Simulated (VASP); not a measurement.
# Sn in VASP: a series of runs

The runs below take Sn through single point, with PBEsol, PBE.

Program: VASP 6.6.1. These are calculated values, not measurements. Logs are shortened: lines on timing, memory, paths and dates and some standing lists are left out, and cuts for length are marked.

## 1. The cell of the first run

The cell holds a slab with vacuum, 7 atoms: a = 4.626 Å, b = 4.626 Å, c = 24.812 Å, α = 90.00°, β = 90.00°, γ = 90.00°.

## 2. Single point, PBEsol

File INCAR:

```
SYSTEM = Sn
PREC = Accurate
ENCUT = 520
EDIFF = 1E-6
ISMEAR = 0
SIGMA = 0.1
LREAL = .FALSE.
LASPH = .TRUE.
NELM = 80
ALGO = Normal
ISIF = 2
LWAVE = .FALSE.
LCHARG = .TRUE.
LDIPOL = .TRUE.
IDIPOL = 3
DIPOL = 0.5 0.5 0.500
GGA = PS
LELF = .TRUE.
LVHAR = .TRUE.
LVACPOTAV = .TRUE.
NBANDS = 58
```

File KPOINTS:

```
Automatic mesh
0
G
  8 8 1
  0 0 0
```

File POSCAR:

```
Sn
1.0
    4.6255804284      0.0000000000      0.0000000000
    0.0000000000      4.6255804284      0.0000000000
    0.0000000000      0.0000000000     24.8123378634
Sn
7
Direct
    0.0000000000      0.0000000000      0.3022689777
    0.5000000000      0.0000000000      0.3681793185
    0.5000000000      0.5000000000      0.4340896592
    0.0000000000      0.5000000000      0.5000000000
    0.0000000000      0.0000000000      0.5659103408
    0.5000000000      0.0000000000      0.6318206815
    0.5000000000      0.5000000000      0.6977310223
```

Potentials or basis: VASP PAW PBE potentials, release 64 (Sn_d).

Started as:

```console
$ cat potpaw_PBE.64/Sn_d/POTCAR > POTCAR
$ mpirun -np 1 vasp_std > vasp.out
```

OUTCAR:

```text
SYSTEM = Sn
   PREC = Accurate
   ENCUT = 520
   EDIFF = 1E-6
   ISMEAR = 0
   LREAL = .FALSE.
   LASPH = .TRUE.
   NELM = 80
   ISIF = 2
   GGA = PS

 ion  position               nearest neighbor table
   1  0.000  0.000  0.302-   2 2.83   2 2.83
   2  0.500  0.000  0.368-   3 2.83   3 2.83   1 2.83   1 2.83
   3  0.500  0.500  0.434-   2 2.83   2 2.83   4 2.83   4 2.83
   4  0.000  0.500  0.500-   3 2.83   5 2.83   5 2.83   3 2.83
   5  0.000  0.000  0.566-   6 2.83   6 2.83   4 2.83   4 2.83
   6  0.500  0.000  0.632-   5 2.83   5 2.83   7 2.83   7 2.83
   7  0.500  0.500  0.698-   6 2.83   6 2.83

  LATTYP: Found a simple tetragonal cell.
 ALAT       =     4.6255804284
 C/A-ratio  =     5.3641566172

  Lattice vectors:

 A1 = (   4.6255804284,   0.0000000000,   0.0000000000)
 A2 = (   0.0000000000,   4.6255804284,   0.0000000000)
 A3 = (   0.0000000000,   0.0000000000,  24.8123378634)

Analysis of symmetry for initial positions (statically):
=====================================================================
 Subroutine PRICEL returns:
 Original cell was already a primitive cell.

 Routine SETGRP: Setting up the symmetry group for a
 simple tetragonal supercell.

 Subroutine GETGRP returns: Found  8 space group operations
 (whereof  4 operations were pure point group operations)
 out of a pool of 16 trial point group operations.

The static configuration has the point symmetry C_2v.
 The point group associated with its full space group is D_2d.

Analysis of symmetry for dynamics (positions and initial velocities):
=====================================================================
 Subroutine PRICEL returns:
 Original cell was already a primitive cell.

 Routine SETGRP: Setting up the symmetry group for a
 simple tetragonal supercell.

 Subroutine GETGRP returns: Found  8 space group operations
 (whereof  4 operations were pure point group operations)
 out of a pool of 16 trial point group operations.

The dynamic configuration has the point symmetry C_2v.
 The point group associated with its full space group is D_2d.

 Subroutine INISYM returns: Found  8 space group operations
 (whereof  4 operations are pure point group operations),
 and found     1 'primitive' translations

----------------------------------------------------------------------------------------

                                     Primitive cell

  volume of cell :     530.8846

  direct lattice vectors                    reciprocal lattice vectors
     4.625580428  0.000000000  0.000000000     0.216189085  0.000000000  0.000000000
     0.000000000  4.625580428  0.000000000     0.000000000  0.216189085  0.000000000
     0.000000000  0.000000000 24.812337863     0.000000000  0.000000000  0.040302530

  length of vectors
     4.625580428  4.625580428 24.812337863     0.216189085  0.216189085  0.040302530

  position of ions in fractional coordinates (direct lattice)
     0.000000000  0.000000000  0.302268978
     0.500000000  0.000000000  0.368179318
     0.500000000  0.500000000  0.434089659
     0.000000000  0.500000000  0.500000000
     0.000000000  0.000000000  0.565910341
     0.500000000  0.000000000  0.631820682
     0.500000000  0.500000000  0.697731022

  ion indices of the primitive-cell ions
   primitive index   ion index
                 1           1
                 2           2
                 3           3
                 4           4
                 5           5
                 6           6
                 7           7

----------------------------------------------------------------------------------------

 KPOINTS: Automatic mesh

Automatic generation of k-mesh.
 Grid dimensions read from file:
 generate k-points for:    8    8    1

 Generating k-lattice:

  Cartesian coordinates                     Fractional coordinates (reciprocal lattice)
     0.027023636  0.000000000  0.000000000     0.125000000  0.000000000  0.000000000
     0.000000000  0.027023636  0.000000000     0.000000000  0.125000000  0.000000000
     0.000000000  0.000000000  0.040302530     0.000000000  0.000000000  1.000000000

  Length of vectors
     0.027023636  0.027023636  0.040302530

  Shift w.r.t. Gamma in fractional coordinates (k-lattice)
     0.000000000  0.000000000  0.000000000

 Subroutine IBZKPT returns following result:
 ===========================================

 Found     15 irreducible k-points:

 Following reciprocal coordinates:
            Coordinates               Weight
  0.000000  0.000000  0.000000      1.000000
  0.125000  0.000000  0.000000      4.000000
  0.250000  0.000000  0.000000      4.000000
  0.375000  0.000000  0.000000      4.000000
  0.500000  0.000000  0.000000      2.000000
  0.125000  0.125000  0.000000      4.000000
  0.250000  0.125000  0.000000      8.000000
  0.375000  0.125000  0.000000      8.000000
  0.500000  0.125000  0.000000      4.000000
  0.250000  0.250000  0.000000      4.000000
  0.375000  0.250000  0.000000      8.000000
  0.500000  0.250000  0.000000      4.000000
  0.375000  0.375000  0.000000      4.000000
  0.500000  0.375000  0.000000      4.000000
  0.500000  0.500000  0.000000      1.000000
   k-points           NKPTS =     15   k-points in BZ     NKDIM =     15   number of bands    NBANDS=     58
   number of dos      NEDOS =    301   number of ions     NIONS =      7
   total plane-waves  NPLWV = 248832
   dimension x,y,z NGX =    36 NGY =   36 NGZ =  192
   dimension x,y,z NGXF=    72 NGYF=   72 NGZF=  384
   ions per type =               7
   NGX,Y,Z   is equivalent  to a cutoff of  12.94, 12.94, 12.86 a.u.
   NGXF,Y,Z  is equivalent  to a cutoff of  25.88, 25.88, 25.73 a.u.
 SYSTEM =  Sn
   PREC   = accura    normal or accurate (medium, high low for compatibility)
   ISTART =      0    job   : 0-new  1-cont  2-samecut
   ICHARG =      2    charge: 1-file 2-atom 10-const
   ISPIN  =      1    spin polarized calculation?
   LNONCOLLINEAR =      F non collinear calculations
   LSORBIT =      F    spin-orbit coupling
   LASPH  =      T    aspherical Exc in radial PAW
   ENCUT  =  520.0 eV  38.22 Ry    6.18 a.u.   8.60  8.60 46.13*2*pi/ulx,y,z
   NELM   =     80;   NELMIN=  2; NELMDL= -5     # of ELM steps
   EDIFF  = 0.1E-05   stopping-criterion for ELM
   LREAL  =      F    real-space projection
   EDIFFG = 0.1E-04   stopping-criterion for IOM
   NSW    =      0    number of steps for IOM
   IBRION =     -1    ionic relax: 0-MD 1-quasi-New 2-CG
   NFREE  =      0    steps in history (QN), initial steepest desc. (CG)
   ISIF   =      2    stress and relaxation
   ISYM   =      2    0-nonsym 1-usesym 2-fastsym
   POTIM  = 0.5000    time-step for ionic-motion
   TEBEG  =    0.0;   TEEND  =   0.0 temperature during run
   PSTRESS=    0.0 pullay stress
   NELECT =      98.0000    total number of electrons
   NUPDOWN=      -1.0000    fix difference up-down
   EMIN   =  10.00;   EMAX   =-10.00  energy-range for DOS
   EFERMI =   0.00;   METHOD = LEGACY
   ISMEAR =     0;   SIGMA  =   0.10  broadening in eV -4-tet -1-fermi 0-gaus
   EFERMI_NEDOS =   21; number of points for ismear=-14 and -15
   IALGO  =     38    algorithm
   IMIX   =      4    mixing-type and parameters
     AMIX     =   0.40;   BMIX     =  1.00
     AMIX_MAG =   1.60;   BMIX_MAG =  1.00
  volume/ion in A,a.u.               =      75.84       511.80
  Fermi-wavevector in a.u.,A,eV,Ry     =   0.932145  1.761499 11.822024  0.868894
  Thomas-Fermi vector in A             =   2.058712
   LORBIT       =      0    0 simple, 1 ext, 2 COOP (PROOUT), +10 PAW based schemes
   GGA     = PS    functional components
   LHFCALC =     F    Hartree Fock is set to
   AEXX    =    0.0000 exact exchange contribution
   IVDW    =     0    specifies the selected vdW correction
   LEPSILON=     F    determine dielectric tensor
   LRPA    =     F    only Hartree local field effects (RPA)
 non-spin polarized calculation
 Gauss-broadening in eV      SIGMA  =   0.10
  energy-cutoff  :      520.00
  volume of cell :      530.88
 maximum number of plane-waves:     14335
 NGX is ok and might be reduce to    36
   NGX = 17   NGY = 17   NGZ = 93

 dipolmoment           0.000000      0.000000     -0.000000 electrons x Angstroem

 number of electron      97.9999981 magnetization

 dipolmoment           0.000000      0.000000      0.000000 electrons x Angstroem

 Free energy of the ion-electron system (eV)
  ---------------------------------------------------
  ext. energy  EPLUGINS =         0.00000000
  ---------------------------------------------------
  free energy    TOTEN  =       -26.85695467 eV

  energy without entropy =      -26.82742188  energy(sigma->0) =      -26.84218827

 E-fermi :  -0.2169     XC(G=0):  -4.7840

 val. band max:       -0.2326575814   @ k =   0.5000   0.3750   0.0000
 cond. band min:      -0.2156425033   @ k =   0.2500   0.0000   0.0000
 fundamental gap:      0.0170150781
 Fermi energy:        -0.2168580859

 k-point     1 :       0.0000    0.0000    0.0000
  band No.  band energies     occupation
      1     -21.5584      2.00000
      2     -21.5584      2.00000
      3     -21.4932      2.00000
      4     -21.4761      2.00000
      5     -21.4634      2.00000
      6     -21.4634      2.00000
[... 50 lines left out ...]
     57       1.9050      0.00000
     58       3.3521      0.00000

 k-point     2 :       0.1250    0.0000    0.0000
  band No.  band energies     occupation
      1     -21.5634      2.00000
      2     -21.5593      2.00000
      3     -21.4953      2.00000
      4     -21.4686      2.00000
      5     -21.4675      2.00000
      6     -21.4609      2.00000
[... 50 lines left out ...]
     57       2.5616      0.00000
     58       3.3199      0.00000
[... 730 lines left out ...]
     57       3.8992      0.00000
     58       3.9496      0.00000

 k-point    15 :       0.5000    0.5000    0.0000
  band No.  band energies     occupation
      1     -21.5788      2.00000
      2     -21.5449      2.00000
      3     -21.5449      2.00000
      4     -21.4798      2.00000
      5     -21.4436      2.00000
      6     -21.4079      2.00000
[... 50 lines left out ...]
     57       3.7813      0.00000
     58       3.7813      0.00000

------------------------ aborting loop because EDIFF is reached ----------------------------------------

  FORCE on cell =-STRESS in cart. coord.  units (eV):
  Direction    XX          YY          ZZ          XY          YZ          ZX
  --------------------------------------------------------------------------------------
  -------------------------------------------------------------------------------------
  Total       -0.9965881     -0.9965881      0.2213788      0.0000000      0.0000000      0.0000000
  in kB       -3.0076417     -3.0076417      0.6681075      0.0000000      0.0000000      0.0000000
  external PRESSURE =      -1.7823920 kB  Pullay stress =       0.0000000 kB

 VOLUME and BASIS-vectors are now :
 -----------------------------------------------------------------------------
  energy-cutoff  :      520.00
  volume of cell :      530.88
      direct lattice vectors                 reciprocal lattice vectors
     4.625580428  0.000000000  0.000000000     0.216189085  0.000000000  0.000000000
     0.000000000  4.625580428  0.000000000     0.000000000  0.216189085  0.000000000
     0.000000000  0.000000000 24.812337863     0.000000000  0.000000000  0.040302530

 POSITION                                       TOTAL-FORCE (eV/Angst)
 -----------------------------------------------------------------------------------
      0.00000      0.00000      7.50000         0.000000      0.000000     -0.096900
      2.31279      0.00000      9.13539         0.000000      0.000000      0.074775
      2.31279      2.31279     10.77078         0.000000      0.000000      0.046230
      0.00000      2.31279     12.40617         0.000000      0.000000     -0.000000
      0.00000      0.00000     14.04156         0.000000      0.000000     -0.046230
      2.31279      0.00000     15.67695         0.000000      0.000000     -0.074775
      2.31279      2.31279     17.31234         0.000000      0.000000      0.096900
 -----------------------------------------------------------------------------------
    total drift:                                0.000000      0.000000      0.000000

  FREE ENERGIE OF THE ION-ELECTRON SYSTEM (eV)
  ---------------------------------------------------
  free  energy   TOTEN  =       -26.8569546674 eV

  energy  without entropy=      -26.8274218775  energy(sigma->0) =      -26.84218827

 vacuum level on the upper side and lower side of the slab         4.402         4.402
```

Run time: 20 min. Hardware: 1 thread of Intel Xeon 8259CL, shared host; peak memory 0.72 GiB.

What came out:

```
Free energy            : -26.8570 eV
Largest force          : 0.097 eV/Å
Band gap on the k mesh : zero (bands 49 and 50 overlap by 0.94 eV)
```

Forces on the atoms (eV/Å):
```
Sn   0.000  0.000 -0.097
Sn   0.000  0.000  0.075
Sn   0.000  0.000  0.046
Sn   0.000  0.000  0.000
Sn   0.000  0.000 -0.046
Sn   0.000  0.000 -0.075
Sn   0.000  0.000  0.097
```

Caveat: the PAW data sets were made with another functional, which shifts forces and pressure a little; spin-orbit coupling is left out, which moves the levels of the heavy elements.

## 3. Single point, PBEsol

File INCAR:

```
SYSTEM = Sn
  PREC = Accurate
  ENCUT = 520
  EDIFF = 1E-6
  ISMEAR = 0
  SIGMA = 0.1
  LREAL = .False.
  LASPH = .True.
  NELM = 100
  ALGO = Normal
  ISIF = 2
  LWAVE = .False.
  LCHARG = .False.
  LDIPOL = .True.
  IDIPOL = 3
  DIPOL = 0.5 0.5 0.500
  GGA = PS
  NBANDS = 58
```

File KPOINTS:

```
regular mesh
0
Gamma
  8 8 1
  0 0 0
```

File POSCAR:

```
Sn
1.0
    4.6255804284      0.0000000000      0.0000000000
    0.0000000000      4.6255804284      0.0000000000
    0.0000000000      0.0000000000     24.8123378634
Sn
7
Direct
    0.0000000000      0.0000000000      0.3014076946
    0.5000000000      0.0000000000      0.3682718905
    0.5000000000      0.5000000000      0.4343005410
    0.0000000000      0.5000000000      0.5000000033
    0.0000000000      0.0000000000      0.5656994625
    0.5000000000      0.0000000000      0.6317281169
    0.5000000000      0.5000000000      0.6985922911
```

Potentials or basis: VASP PAW PBE potentials, release 64 (Sn_d).

Started as:

```console
$ cat potpaw_PBE.64/Sn_d/POTCAR > POTCAR
$ mpirun -np 1 vasp_std > vasp.out
```

Run time: 22 min. Hardware: 1 thread of Intel Xeon 8259CL, shared host; peak memory 0.69 GiB.

It converged, with:

```yaml
Free_energy: -26.8595 eV
Band_gap_on_the_k_mesh: zero (bands 49 and 50 overlap by 0.91 eV)
```

Forces in eV/Å, atoms in the order of the input:
```
Sn   0.000  0.000 -0.001
Sn   0.000  0.000 -0.001
Sn   0.000  0.000  0.002
Sn   0.000  0.000  0.000
Sn   0.000  0.000 -0.002
Sn   0.000  0.000  0.001
Sn   0.000  0.000  0.001
```

Levels at points of the mesh, in eV from the Fermi level:
```
           k point  band 46  band 47  band 48  band 49  band 50  band 51  band 52  band 53
(0.00, 0.00, 0.00)    -1.06    -0.16    -0.16     0.56     1.22     1.23     1.41     1.71
(0.50, 0.00, 0.00)    -0.83    -0.72    -0.49    -0.34     0.01     1.22     1.55     1.86
(0.50, 0.50, 0.00)    -2.32    -2.00    -0.67    -0.67    -0.35    -0.13     1.85     2.01
```

Caveat: the PAW data sets were made with another functional, which shifts forces and pressure a little; spin-orbit coupling is left out, which moves the levels of the heavy elements.

(Continued in part 2 of 2.)
